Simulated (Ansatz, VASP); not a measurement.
One calculation of Hf, two programs

```
CELL_PARAMETERS angstrom
3.19670 -0.01598 -0.01598
-1.61219 2.77641 -0.00585
-0.02529 -0.02529 5.05780
ATOMIC_POSITIONS crystal
Hf 0.33333 0.66667 0.25000
Hf 0.66667 0.33333 0.75000
```

Change from the starting cell: equal xy, yz and zx shear strains of -1 %.

Alike in both runs: task single point; functional PBE; k mesh 13 × 13 × 7; occupations fermi-dirac, width 0.05 eV; no spin polarisation.

|  | VASP | Ansatz |
| --- | --- | --- |
| version | VASP 6.6.1 | Ansatz 0.2.0 |
| potentials or method | VASP PAW PBE potentials, release 64 (Hf_pv), cutoff 520 eV | all-electron LAPW, scalar-relativistic |

|  | VASP | Ansatz | Ansatz less VASP |
| --- | --- | --- | --- |
| pressure (GPa) | 0.4 | 0.8 | +0.46 |
| traceless stress, the component that is largest in VASP (GPa) | 0.71 | 0.71 | +0.003 |
| rms of the force components (eV/Å) | 0.016 | 0.017 | +0.0002 |

Atom by atom the forces differ by 0.000 eV/Å (rms over components). Ansatz ran all-electron here, and VASP with PAW potentials.

Neither program's run includes spin-orbit coupling.
